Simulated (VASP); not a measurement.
# MoS2 (P-3m1) in VASP: notebook, part 2 of 2

VASP 6.6.1. Earlier steps stand in the parts before.

**3. Single point, PBE+D3(BJ)**

This run uses another cell than the first one, of 18.05 Å³/atom.

INCAR

```
SYSTEM = MoS2
PREC = Accurate ; ENCUT = 520
EDIFF = 1E-7 ; ISMEAR = 0
SIGMA = 0.05 ; LREAL = .FALSE.
LASPH = .TRUE. ; NELM = 60
ALGO = Normal ; ISIF = 2
LWAVE = .FALSE. ; LCHARG = .TRUE.
GGA = PE ; IVDW = 12
LELF = .TRUE. ; LVHAR = .TRUE.
NBANDS = 35
```

KPOINTS

```
Automatic mesh
0
G
  12 12 4
  0 0 0
```

POSCAR

```
MoS2
1.0
    3.2753000000      0.0000000000      0.0000000000
   -1.6376500000      2.8364930050      0.0000000000
    0.0000000000      0.0000000000     11.6603000000
Mo S
2 4
Direct
    0.6666666667      0.3333333333      0.2501439769
    0.3333333333      0.6666666667      0.7498560231
    0.3333333333      0.6666666667      0.3795985159
    0.6666666667      0.3333333333      0.8793132861
    0.3333333333      0.6666666667      0.1206867139
    0.6666666667      0.3333333333      0.6204014841
```

Potentials or basis: VASP PAW PBE potentials, release 64 (Mo_sv, S).

Run with:

```
> cat potpaw_PBE.64/Mo_sv/POTCAR potpaw_PBE.64/S/POTCAR > POTCAR
> mpirun -np 1 vasp_std > vasp.out
```

OUTCAR:

```text
SYSTEM = MoS2
   PREC = Accurate
   ENCUT = 520
   EDIFF = 1E-7
   ISMEAR = 0
   LREAL = .FALSE.
   LASPH = .TRUE.
   NELM = 60
   ISIF = 2
   GGA = PE
   IVDW = 12
 IVDW          = 12

 ion  position               nearest neighbor table
   1  0.667  0.333  0.250-   3 2.42   3 2.42   3 2.42   5 2.42   5 2.42   5 2.42
   2  0.333  0.667  0.750-   6 2.42   6 2.42   6 2.42   4 2.42   4 2.42   4 2.42
   3  0.333  0.667  0.380-   1 2.42   1 2.42   1 2.42
   4  0.667  0.333  0.879-   2 2.42   2 2.42   2 2.42
   5  0.333  0.667  0.121-   1 2.42   1 2.42   1 2.42
   6  0.667  0.333  0.620-   2 2.42   2 2.42   2 2.42
[... 1123 lines left out ...]
  -------------------------------------------------------------------------------------
  Total      -6.24480    -6.24480     2.25244     0.00000     0.00000     0.00000
  in kB     -92.36059   -92.36059    33.31363     0.00000     0.00000     0.00000
  external pressure =      -50.47 kB  Pullay stress =        0.00 kB

 VOLUME and BASIS-vectors are now :
 -----------------------------------------------------------------------------
  energy-cutoff  :      520.00
  volume of cell :      108.33
      direct lattice vectors                 reciprocal lattice vectors
     3.275300000  0.000000000  0.000000000     0.305315544  0.176274011  0.000000000
    -1.637650000  2.836493005  0.000000000     0.000000000  0.352548023  0.000000000
     0.000000000  0.000000000 11.660300000     0.000000000  0.000000000  0.085761087

 POSITION                                       TOTAL-FORCE (eV/Angst)
 -----------------------------------------------------------------------------------
      1.63765      0.94550      2.91675         0.000000     -0.000000     -0.001630
     -0.00000      1.89100      8.74355        -0.000000      0.000000      0.001630
     -0.00000      1.89100      4.42623         0.000000      0.000000      0.224932
      1.63765      0.94550     10.25306         0.000000     -0.000000      0.228904
     -0.00000      1.89100      1.40724        -0.000000      0.000000     -0.228904
      1.63765      0.94550      7.23407        -0.000000     -0.000000     -0.224932
 -----------------------------------------------------------------------------------
    total drift:                               -0.000000      0.000000      0.000000

  FREE ENERGIE OF THE ION-ELECTRON SYSTEM (eV)
  ---------------------------------------------------
  free  energy   TOTEN  =       -45.8810477383 eV

  energy  without entropy=      -45.8810397299  energy(sigma->0) =      -45.88104373
```

stdout:

```text
POSCAR found type information on POSCAR MoS
 POSCAR found :  2 types and       6 ions
 scaLAPACK will be used
 LDA part: xc-table for (Slater+PW92), standard interpolation
 POSCAR, INCAR and KPOINTS ok, starting setup
 FFT: planning ... GRIDC
 FFT: planning ... GRID_SOFT
 FFT: planning ... GRID
 WAVECAR not read
 entering main loop
```

Run time: 3.5 min. Hardware: 1 thread of Intel Xeon Platinum 8488C (Sapphire Rapids), shared host; peak memory 0.35 GiB.

Results:

```
Free energy                : -45.8810 eV
Pressure                   : -5.0 GPa
Largest force              : 0.229 eV/Å
Band gap on the k mesh     : 0.20 eV (least direct gap 1.28 eV)
Dispersion energy per atom : -0.419 eV
```

Forces in eV/Å, atoms in the order of the input:
```
Mo   0.000  0.000 -0.002
Mo   0.000  0.000  0.002
S    0.000  0.000  0.225
S    0.000  0.000  0.229
S    0.000  0.000 -0.229
S    0.000  0.000 -0.225
```

Stress tensor (GPa, compression positive):
```
-9.24  0.00  0.00
 0.00 -9.24  0.00
 0.00  0.00  3.33
```

Levels at points of the mesh, in eV from the valence-band top:
```
           k point  band 22  band 23  band 24  band 25  band 26  band 27  band 28  band 29  band 30  band 31
(0.00, 0.00, 0.00)    -2.79    -2.79    -1.05    -0.83     0.00     1.48     1.48     1.51     1.51     1.71
(0.50, 0.00, 0.00)    -2.52    -2.44    -2.22    -1.81    -1.48     0.83     0.91     1.29     1.46     2.39
(0.00, 0.00, 0.50)    -2.83    -2.45    -2.45    -0.17    -0.16     1.48     1.48     1.48     1.48     1.87
(0.50, 0.00, 0.50)    -2.69    -2.37    -2.37    -1.61    -1.61     0.86     0.86     1.39     1.39     2.79
```

Caveat: the stress differs along the axes, from -9 to 3 GPa. A k mesh can miss the band edges.

**4. Single point, PBE+D3(BJ)**

This run uses another cell than the first one, of 18.13 Å³/atom.

INCAR

```
PREC = Accurate
ENCUT = 520
EDIFF = 1E-7
ISMEAR = 0
SIGMA = 0.05
LREAL = F
LASPH = T
NELM = 100
ALGO = Normal
ISIF = 2
LWAVE = F
LCHARG = F
GGA = PE
IVDW = 12
NBANDS = 35
```

KPOINTS

```
regular mesh
0
Gamma
  12 12 4
```

Changes to POSCAR since step 3:

```diff
@@ -2,5 +2,5 @@
 1.0
-    3.2753000000      0.0000000000      0.0000000000
-   -1.6376500000      2.8364930050      0.0000000000
-    0.0000000000      0.0000000000     11.6603000000
+    3.0864000000      0.0000000000      0.0000000000
+   -1.5432000000      2.6729008062      0.0000000000
+    0.0000000000      0.0000000000     13.1844000000
 Mo S
```

Run with:

```
> cat potpaw_PBE.64/Mo_sv/POTCAR potpaw_PBE.64/S/POTCAR > POTCAR
> mpirun -np 1 vasp_std > vasp.out
```

Run time: 3.5 min. Hardware: 1 thread of Intel Xeon Platinum 8488C (Sapphire Rapids), shared host; peak memory 0.36 GiB.

Results (log left out):

- Free energy: -45.5644 eV
- Pressure: -7.4 GPa
- Largest force: 1.868 eV/Å
- Band gap on the k mesh: 0.95 eV (least direct gap 1.70 eV)
- Dispersion energy per atom: -0.417 eV

Forces on the atoms (eV/Å):
```
Mo   0.000  0.000 -0.001
Mo   0.000  0.000  0.001
S    0.000  0.000 -1.868
S    0.000  0.000 -1.867
S    0.000  0.000  1.867
S    0.000  0.000  1.868
```

Stress tensor (GPa, compression positive):
```
 -0.66   0.00   0.00
  0.00  -0.66   0.00
  0.00   0.00 -20.78
```

Levels at points of the mesh, in eV from the valence-band top:
```tsv
k point	band 23	band 24	band 25	band 26	band 27	band 28	band 29	band 30
(0.00, 0.00, 0.00)	-0.91	-0.88	-0.88	-0.27	2.67	2.67	2.78	2.78
(0.50, 0.00, 0.00)	-0.93	-0.90	-0.65	-0.49	2.48	2.55	2.57	2.86
(0.00, 0.00, 0.50)	-0.90	-0.90	-0.54	-0.54	2.71	2.71	2.71	2.71
(0.50, 0.00, 0.50)	-0.92	-0.92	-0.57	-0.57	2.56	2.56	2.67	2.67
```

Caveat: the stress differs along the axes, from -21 to -1 GPa; forces of over 1 eV/Å act on the atoms, so gaps and moduli don't describe the material at rest. A k mesh can miss the band edges.

**5. Single point, PBE+D3(BJ)**

This run uses another cell than the first one, of 18.19 Å³/atom.

INCAR

```
SYSTEM = MoS2
PREC = Accurate
ENCUT = 520
EDIFF = 1E-7
ISMEAR = 0
SIGMA = 0.05
LREAL = .FALSE.
LASPH = .TRUE.
NELM = 100
ALGO = Normal
ISIF = 2
LWAVE = .FALSE.
LCHARG = .TRUE.
GGA = PE
IVDW = 12
LELF = .TRUE.
LVHAR = .TRUE.
NBANDS = 35
```

KPOINTS

```
Automatic mesh
0
G
  12 12 4
  0 0 0
```

Changes to POSCAR since step 4:

```diff
@@ -2,5 +2,5 @@
 1.0
-    3.0864000000      0.0000000000      0.0000000000
-   -1.5432000000      2.6729008062      0.0000000000
-    0.0000000000      0.0000000000     13.1844000000
+    3.1179000000      0.0000000000      0.0000000000
+   -1.5589500000      2.7001806064      0.0000000000
+    0.0000000000      0.0000000000     12.9667000000
 Mo S
```

Run with:

```
> cat potpaw_PBE.64/Mo_sv/POTCAR potpaw_PBE.64/S/POTCAR > POTCAR
> mpirun -np 1 vasp_std > vasp.out
```

It took 3.2 min on 1 thread of Intel Xeon Platinum 8488C (Sapphire Rapids), shared host; peak memory 0.36 GiB.

It converged, with:

```
Free energy                : -45.7602 eV
Pressure                   : -7.7 GPa
Largest force              : 1.629 eV/Å
Band gap on the k mesh     : 1.05 eV (least direct gap 1.86 eV)
Dispersion energy per atom : -0.416 eV
```

Forces on the atoms (eV/Å):
```
Mo   0.000  0.000 -0.001
Mo   0.000  0.000  0.001
S    0.000  0.000 -1.629
S    0.000  0.000 -1.628
S    0.000  0.000  1.628
S    0.000  0.000  1.629
```

Stress tensor (GPa, compression positive):
```
 -2.63   0.00   0.00
  0.00  -2.63   0.00
  0.00   0.00 -17.80
```

Levels at points of the mesh, in eV from the valence-band top:
| k point | band 24 | band 25 | band 26 | band 27 | band 28 | band 29 |
| --- | --- | --- | --- | --- | --- | --- |
| (0.00, 0.00, 0.00) | -1.06 | -1.06 | -0.07 | 2.64 | 2.64 | 2.70 |
| (0.50, 0.00, 0.00) | -0.88 | -0.79 | -0.61 | 2.40 | 2.43 | 2.48 |
| (0.00, 0.00, 0.50) | -1.07 | -0.33 | -0.33 | 2.67 | 2.67 | 2.67 |
| (0.50, 0.00, 0.50) | -0.88 | -0.70 | -0.70 | 2.41 | 2.41 | 2.66 |

Caveat: the stress differs along the axes, from -18 to -3 GPa; forces of over 1 eV/Å act on the atoms, so gaps and moduli don't describe the material at rest.

**6. Summary**

```csv
cell,gap on the mesh (eV),pressure (GPa),largest force (eV/Å)
"a = 3.055, b = 3.055, c = 13.184 Å, angles 90.0, 90.0, 120.0°, 6 atoms",0.92,-4.8,1.72
"a = 3.275, b = 3.275, c = 11.660 Å, angles 90.0, 90.0, 120.0°, 6 atoms",0.20,-5.0,0.23
"a = 3.086, b = 3.086, c = 13.184 Å, angles 90.0, 90.0, 120.0°, 6 atoms",0.95,-7.4,1.87
"a = 3.118, b = 3.118, c = 12.967 Å, angles 90.0, 90.0, 120.0°, 6 atoms",1.05,-7.7,1.63
```

Alike in all rows: task single point; level PBE+D3(BJ); potentials or basis VASP PAW PBE potentials, release 64 (Mo_sv, S); no spin polarisation; k mesh 12 × 12 × 4; cutoff (eV) 520; smearing gaussian 0.05 eV.

Caveats: forces of over 1 eV/Å act on the atoms, so gaps and moduli don't describe the material at rest (at least some runs); the stress differs along the axes, from -20 to 3 GPa (at least some runs); the stress differs along the axes, from -9 to 3 GPa (at least some runs); the stress differs along the axes, from -21 to -1 GPa (at least some runs); the stress differs along the axes, from -18 to -3 GPa (at least some runs).

Total energies depend on the potentials used, so only differences within one code and one set of settings carry meaning.
